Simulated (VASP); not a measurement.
Here is a VASP 6.6.1 calculation.

File INCAR:

```
PREC = Accurate ; ENCUT = 520
EDIFF = 1E-7 ; ISMEAR = -1
SIGMA = 0.1 ; LREAL = False
LASPH = True ; NELM = 80
ALGO = Normal ; ISIF = 2
LWAVE = False ; LCHARG = False
GGA = CA ; NBANDS = 26
```

KPOINTS

```
Automatic mesh
0
Gamma
  8 8 11
```

File POSCAR:

```
In
1.0
    5.1955291851      0.0000000000      0.0000000000
   -2.5977645926      4.4994602603      0.0000000000
    0.0000000000      0.0000000000      3.2041384837
In
3
Direct
    0.0000000000      0.0000000000      0.0000000000
    0.3333333333      0.6666666667      0.5000000000
    0.6666666667      0.3333333333      0.5000000000
```

Potentials or basis: VASP PAW LDA potentials, release 64 (In_d).

Run with:

```bash
$ cat potpaw_LDA.64/In_d/POTCAR > POTCAR
$ mpirun -np 1 vasp_std > vasp.out
```

**Question.** Predict the pressure.

**Answer.** 0.1 GPa.

Stress tensor (GPa, compression positive):
```
 0.14  0.00  0.00
 0.00  0.14  0.00
 0.00  0.00 -0.09
```
